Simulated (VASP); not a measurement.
# C (P6/mmm) in VASP: relaxation of cell and atoms with PBE

Aim: the relaxation of cell and atoms of C with PBE.

All numbers are computed with VASP 6.6.1; they aren't measurements. Logs are shortened: lines on timing, memory, paths and dates and some standing lists are left out, and cuts for length are marked.

## Step 1: The cell of the first run

It takes space group P6/mmm (No. 191, hexagonal). The conventional cell has a = 3.315 Å, b = 3.315 Å, c = 2.055 Å, α = 90.00°, β = 90.00°, γ = 120.00°. Within 2.7 Å of C (site symmetry 6/mmm) lie 14 C at 2.06 to 2.17 Å. Within 2.5 Å of C (site symmetry -6m2) lie 11 C at 1.91 to 2.17 Å.

## Step 2: Relaxation of cell and atoms, PBE, target pressure 21 GPa, at which the enthalpy is minimised

Contents of INCAR:

```
SYSTEM = C
PREC = Accurate ; ENCUT = 910
EDIFF = 1E-7 ; ISMEAR = -1
SIGMA = 0.1 ; LREAL = .FALSE.
LASPH = .TRUE. ; NELM = 120
ALGO = Normal ; ISIF = 3
LWAVE = .FALSE. ; LCHARG = .FALSE.
GGA = PE ; IBRION = 2
NSW = 60 ; EDIFFG = -0.005
PSTRESS = 210.0 ; GGA_COMPAT = .FALSE.
NELMIN = 4
```

Contents of KPOINTS:

```
Automatic mesh
0
G
  11 11 16
  0 0 0
```

Contents of POSCAR:

```
C
1.0
    3.3152750384      0.0000000000      0.0000000000
   -1.6576375192      2.8711124038      0.0000000000
    0.0000000000      0.0000000000      2.0554705238
C
3
Direct
    0.0000000000      0.0000000000      0.0000000000
    0.3333333333      0.6666666667      0.5000000000
    0.6666666667      0.3333333333      0.5000000000
```

Potentials or basis: VASP PAW PBE potentials, release 64 (C_h).

Command:

```sh
> cat potpaw_PBE.64/C_h/POTCAR > POTCAR
> mpirun -np 1 vasp_std > vasp.out
```

OUTCAR:

```text
SYSTEM = C
   PREC = Accurate
   ENCUT = 910
   EDIFF = 1E-7
   ISMEAR = -1
   LREAL = .FALSE.
   LASPH = .TRUE.
   NELM = 120
   ISIF = 3
   GGA = PE
   IBRION = 2
   NSW = 60
   EDIFFG = -0.005
   PSTRESS = 210.0
   NELMIN = 4

 ion  position               nearest neighbor table
   1  0.000  0.000  0.000-
   2  0.333  0.667  0.500-
   3  0.667  0.333  0.500-

  LATTYP: Found a hexagonal cell.
 ALAT       =     3.3152750384
 C/A-ratio  =     0.6200000000

  Lattice vectors:

 A1 = (   3.3152750384,   0.0000000000,   0.0000000000)
 A2 = (  -1.6576375192,   2.8711124038,   0.0000000000)
 A3 = (   0.0000000000,   0.0000000000,   2.0554705238)

Analysis of symmetry for initial positions (statically):
=====================================================================
 Subroutine PRICEL returns:
 Original cell was already a primitive cell.

 Routine SETGRP: Setting up the symmetry group for a
 hexagonal supercell.

 Subroutine GETGRP returns: Found 24 space group operations
 (whereof 24 operations were pure point group operations)
 out of a pool of 24 trial point group operations.

The static configuration has the point symmetry D_6h.

Analysis of symmetry for dynamics (positions and initial velocities):
=====================================================================
 Subroutine PRICEL returns:
 Original cell was already a primitive cell.

 Routine SETGRP: Setting up the symmetry group for a
 hexagonal supercell.

 Subroutine GETGRP returns: Found 24 space group operations
 (whereof 24 operations were pure point group operations)
 out of a pool of 24 trial point group operations.

The dynamic configuration has the point symmetry D_6h.

 Subroutine INISYM returns: Found 24 space group operations
 (whereof 24 operations are pure point group operations),
 and found     1 'primitive' translations

----------------------------------------------------------------------------------------

                                     Primitive cell

  volume of cell :      19.5651

  direct lattice vectors                    reciprocal lattice vectors
     3.315275038  0.000000000  0.000000000     0.301634099  0.174148528  0.000000000
    -1.657637519  2.871112404  0.000000000     0.000000000  0.348297057  0.000000000
     0.000000000  0.000000000  2.055470524     0.000000000  0.000000000  0.486506612

  length of vectors
     3.315275038  3.315275038  2.055470524     0.348297057  0.348297057  0.486506612

  position of ions in fractional coordinates (direct lattice)
     0.000000000  0.000000000  0.000000000
     0.333333333  0.666666667  0.500000000
     0.666666667  0.333333333  0.500000000

  ion indices of the primitive-cell ions
   primitive index   ion index
                 1           1
                 2           2
                 3           3

----------------------------------------------------------------------------------------

 KPOINTS: Automatic mesh

Automatic generation of k-mesh.
 Grid dimensions read from file:
 generate k-points for:   11   11   16

 Generating k-lattice:

  Cartesian coordinates                     Fractional coordinates (reciprocal lattice)
     0.027421282  0.015831684  0.000000000     0.090909091  0.000000000  0.000000000
     0.000000000  0.031663369  0.000000000     0.000000000  0.090909091  0.000000000
     0.000000000  0.000000000  0.030406663     0.000000000  0.000000000  0.062500000

  Length of vectors
     0.031663369  0.031663369  0.030406663

  Shift w.r.t. Gamma in fractional coordinates (k-lattice)
     0.000000000  0.000000000  0.000000000

 Subroutine IBZKPT returns following result:
 ===========================================

 Found    144 irreducible k-points:

 Following reciprocal coordinates:
            Coordinates               Weight
  0.000000  0.000000  0.000000      1.000000
  0.090909  0.000000  0.000000      6.000000
  0.181818  0.000000  0.000000      6.000000
  0.272727  0.000000  0.000000      6.000000
  0.363636  0.000000  0.000000      6.000000
  0.454545  0.000000  0.000000      6.000000
[... 16 lines left out ...]
  0.090909  0.090909  0.062500     12.000000
  0.181818  0.090909  0.062500     24.000000
 [... further k-points ...]
   k-points           NKPTS =    144   k-points in BZ     NKDIM =    144   number of bands    NBANDS=     10
   number of dos      NEDOS =    301   number of ions     NIONS =      3
   total plane-waves  NPLWV =  25920
   dimension x,y,z NGX =    36 NGY =   36 NGZ =   20
   dimension x,y,z NGXF=    72 NGYF=   72 NGZF=   40
   ions per type =               3
   NGX,Y,Z   is equivalent  to a cutoff of  18.05, 18.05, 16.18 a.u.
   NGXF,Y,Z  is equivalent  to a cutoff of  36.10, 36.10, 32.35 a.u.
 SYSTEM =  C
   PREC   = accura    normal or accurate (medium, high low for compatibility)
   ISTART =      0    job   : 0-new  1-cont  2-samecut
   ICHARG =      2    charge: 1-file 2-atom 10-const
   ISPIN  =      1    spin polarized calculation?
   LNONCOLLINEAR =      F non collinear calculations
   LSORBIT =      F    spin-orbit coupling
   LASPH  =      T    aspherical Exc in radial PAW
   ENCUT  =  910.0 eV  66.88 Ry    8.18 a.u.   8.15  8.15  5.06*2*pi/ulx,y,z
   NELM   =    120;   NELMIN=  4; NELMDL= -5     # of ELM steps
   EDIFF  = 0.1E-06   stopping-criterion for ELM
   LREAL  =      F    real-space projection
   EDIFFG = -.5E-02   stopping-criterion for IOM
   NSW    =     60    number of steps for IOM
   IBRION =      2    ionic relax: 0-MD 1-quasi-New 2-CG
   NFREE  =      1    steps in history (QN), initial steepest desc. (CG)
   ISIF   =      3    stress and relaxation
   ISYM   =      2    0-nonsym 1-usesym 2-fastsym
   POTIM  = 0.5000    time-step for ionic-motion
   TEBEG  =    0.0;   TEEND  =   0.0 temperature during run
   PSTRESS=  210.0 pullay stress
   NELECT =      12.0000    total number of electrons
   NUPDOWN=      -1.0000    fix difference up-down
   EMIN   =  10.00;   EMAX   =-10.00  energy-range for DOS
   EFERMI =   0.00;   METHOD = LEGACY
   ISMEAR =    -1;   SIGMA  =   0.10  broadening in eV -4-tet -1-fermi 0-gaus
   EFERMI_NEDOS =   21; number of points for ismear=-14 and -15
   IALGO  =     38    algorithm
   IMIX   =      4    mixing-type and parameters
     AMIX     =   0.40;   BMIX     =  1.00
     AMIX_MAG =   1.60;   BMIX_MAG =  1.00
  volume/ion in A,a.u.               =       6.52        44.01
  Fermi-wavevector in a.u.,A,eV,Ry     =   1.390940  2.628495 26.323364  1.934713
  Thomas-Fermi vector in A             =   2.514826
   LORBIT       =      0    0 simple, 1 ext, 2 COOP (PROOUT), +10 PAW based schemes
   GGA     = PE    functional components
   LHFCALC =     F    Hartree Fock is set to
   AEXX    =    0.0000 exact exchange contribution
   IVDW    =     0    specifies the selected vdW correction
   LEPSILON=     F    determine dielectric tensor
   LRPA    =     F    only Hartree local field effects (RPA)
 conjugate gradient relaxation of ions
 non-spin polarized calculation
  energy-cutoff  :      910.00
  volume of cell :       19.57
 maximum number of plane-waves:      1242
 NGX is ok and might be reduce to    36
   NGX = 17   NGY = 17   NGZ = 11

--------------------------------------- Ionic step        1  -------------------------------------------

 number of electron      12.0000000 magnetization

 Free energy of the ion-electron system (eV)
  ---------------------------------------------------
  ext. energy  EPLUGINS =         0.00000000
  ---------------------------------------------------
  free energy    TOTEN  =       -14.84057861 eV

  energy without entropy =      -14.79354198  energy(sigma->0) =      -14.81706030

------------------------ aborting loop because EDIFF is reached ----------------------------------------

  FORCE on cell =-STRESS in cart. coord.  units (eV):
  Direction    XX          YY          ZZ          XY          YZ          ZX
  --------------------------------------------------------------------------------------
  -------------------------------------------------------------------------------------
  Total        0.7605866      0.7605866     -0.7766937     -0.0000000      0.0000000      0.0000000
  in kB       62.2842461     62.2842461    -63.6032572     -0.0000000      0.0000000      0.0000000
  external PRESSURE =    -189.6782550 kB  Pullay stress =     210.0000000 kB
[... 100 lines left out ...]
  energy  without entropy=      -14.6907142014  energy(sigma->0) =      -14.71144234

  enthalpy is  TOTEN    =       -12.4027910014 eV   P V=        2.3293794856

 E-fermi :  12.1989     XC(G=0): -13.7506

 val. band max:       12.1162965586   @ k =   0.0909   0.0909   0.0000
 cond. band min:      12.2341570355   @ k =   0.3636   0.1818   0.3125
 fundamental gap:      0.1178604769
 Fermi energy:        12.1989045128

 k-point     1 :       0.0000    0.0000    0.0000
  band No.  band energies     occupation
      1     -10.5662      2.00000
      2      -2.6105      2.00000
      3      -2.5764      2.00000
      4       2.4100      2.00000
      5       2.4100      2.00000
      6       2.4229      2.00000
      7       2.4229      2.00000
      8      13.1821      0.00011
      9      13.1821      0.00011
     10      35.4564      0.00000
[... 287 lines left out ...]
 k-point    24 :       0.1818    0.0909    0.0625
  band No.  band energies     occupation
      1      -9.6866      2.00000
      2      -4.1996      2.00000
      3      -3.5800      2.00000
      4       1.2179      2.00000
      5       2.4556      2.00000
      6       6.2280      2.00000
      7       6.7746      2.00000
      8      11.1619      1.99994
      9      12.7497      0.00807
     10      29.5728      0.00000

 [... further k-points ...]

[... ionic steps 4 to 25 ...]

--------------------------------------- Ionic step       26  -------------------------------------------

 number of electron      11.9999999 magnetization

------------------------ aborting loop because EDIFF is reached ----------------------------------------
[... 73 lines left out ...]
--------------------------------------- Ionic step       28  -------------------------------------------

 number of electron      11.9999999 magnetization

 Free energy of the ion-electron system (eV)
  ---------------------------------------------------
  ext. energy  EPLUGINS =         0.00000000
  ---------------------------------------------------
  free energy    TOTEN  =       -22.70959646 eV

  energy without entropy =      -22.68608114  energy(sigma->0) =      -22.69783880

 E-fermi :   6.4464     XC(G=0): -11.5462

 val. band max:        6.4074062384   @ k =   0.3636   0.1818   0.3125
 cond. band min:       6.4554335772   @ k =   0.2727   0.0909   0.1875
 fundamental gap:      0.0480273387
 Fermi energy:         6.4463610671

 k-point     1 :       0.0000    0.0000    0.0000
  band No.  band energies     occupation
      1     -12.3946      2.00000
      2      -9.3812      2.00000
      3      -9.3787      2.00000
      4      -0.9656      2.00000
      5      -0.9656      2.00000
      6      -0.9600      2.00000
      7      -0.9600      2.00000
      8       4.0340      2.00000
      9       4.0340      2.00000
     10      16.3430      0.00000
[... 287 lines left out ...]
 k-point    24 :       0.1818    0.0909    0.0625
  band No.  band energies     occupation
      1     -11.8211      2.00000
      2      -9.5848      2.00000
      3      -9.4623      2.00000
      4      -1.6247      2.00000
      5      -1.2509      2.00000
      6       1.1421      2.00000
      7       1.3463      2.00000
      8       3.0690      2.00000
      9       4.0633      2.00000
     10      17.6484      0.00000

 [... further k-points ...]

------------------------ aborting loop because EDIFF is reached ----------------------------------------

  FORCE on cell =-STRESS in cart. coord.  units (eV):
  Direction    XX          YY          ZZ          XY          YZ          ZX
  --------------------------------------------------------------------------------------
  -------------------------------------------------------------------------------------
  Total        3.0601466      3.0601466      3.0610172     -0.0000000      0.0000000      0.0000000
  in kB      209.9724832    209.9724832    210.0322235     -0.0000000      0.0000000      0.0000000
  external PRESSURE =      -0.0076034 kB  Pullay stress =     210.0000000 kB
[... 22 lines left out ...]
  energy  without entropy=      -22.6860811446  energy(sigma->0) =      -22.69783880

  enthalpy is  TOTEN    =       -19.6490488512 eV   P V=        3.0605476080

 reached required accuracy - stopping structural energy minimisation
```

It took 11 min on 1 thread of Intel Xeon Platinum 8259CL at 2.50GHz (Skylake/Cascade Lake), shared host; peak memory 0.2 GiB.

What came out:

```
Free energy                                                : -22.7096 eV
Relaxed volume                                             : 7.78 Å³/atom
Relaxed cell                                               : a = 4.610 Å, b = 4.610 Å, c = 1.269 Å, α = 90.00°, β = 90.00°, γ = 120.00°
Space group after relaxing (to 0.1 Å)                      : P6/mmm (No. 191)
Energy change on relaxing (the run minimises the enthalpy) : -2623.0 meV/atom
Ionic steps                                                : 28
Pressure after relaxing                                    : 21.0 GPa
Band gap on the k mesh                                     : zero (bands 6 and 7 overlap by 17.46 eV)
```

The path:
```
step  energy change (eV)  largest force (eV/Å)  pressure (GPa)  volume (Å³)
   1              0.0000                0.0000            2.03        19.57
   2              0.1546                0.0000           30.74        17.46
   3              0.1084                0.0000           25.27        17.77
   4             -0.0150                0.0000           32.01        17.35
   5             -0.2287                0.0000           42.26        16.69
   6             -0.7451                0.0000           86.33        15.13
   7             20.9797                0.0000         1109.94        11.05
   8             -0.7912                0.0000           92.40        15.01
   9             -0.4769                0.0000          317.02        13.19
  10             -0.9590                0.0000          123.26        14.54
  11             -1.2605                0.0000          192.27        13.89
  12             -1.1274                0.0000          245.90        13.54
  13             -1.2403                0.0000          223.88        13.67
  14             -1.6305                0.0000          205.80        13.94
  15             -2.6598                0.0000          158.12        14.77
  16             -4.2109                0.0000           85.73        16.53
  17             -5.7487                0.0000           -3.44        20.42
  18             -6.8547                0.0000            3.86        21.21
  19             -7.5925                0.0000           19.66        22.09
  20             -7.0810                0.0000           68.59        23.66
  21             -7.7321                0.0000           29.08        22.47
  22             -7.7429                0.0000           31.01        22.54
  23             -7.7956                0.0000           26.73        22.85
  24             -7.8675                0.0000           20.16        23.34
  25             -7.8632                0.0000           20.58        23.31
  26             -7.8672                0.0000           20.86        23.34
  27             -7.8687                0.0000           20.97        23.35
  28             -7.8690                0.0000           21.00        23.35
```

Final structure:
```yaml
crystal:
  lattice:
    - [4.60956, 0.00000, 0.00000]
    - [-2.30478, 3.99200, 0.00000]
    - [0.00000, 0.00000, 1.26894]
  atoms:
    - { symbol: C, position: [0.00000, 0.00000, 0.00000] }
    - { symbol: C, position: [0.33333, 0.66667, 0.50000] }
    - { symbol: C, position: [0.66667, 0.33333, 0.50000] }
```

Levels at points of the mesh, in eV from the Fermi level:
| k point | band 2 | band 3 | band 4 | band 5 | band 6 | band 7 | band 8 | band 9 | band 10 |
| --- | --- | --- | --- | --- | --- | --- | --- | --- | --- |
| (0.00, 0.00, 0.00) | -15.83 | -15.83 | -7.41 | -7.41 | -7.41 | -7.41 | -2.41 | -2.41 | 9.90 |
| (0.00, 0.00, 0.50) | -9.53 | -9.32 | 7.12 | 8.44 | 10.05 | 10.22 | 10.22 | 10.93 | 10.93 |

Caveat: the cutoff is under 1.25 times the usual one of these potentials, so pressure, stress and relaxed cells hold a basis-set (Pulay) error; the cell is relaxed towards a set pressure, so the run minimises the enthalpy, not the energy; the volume moved by over 15 % at a fixed basis, so the end points are rough.
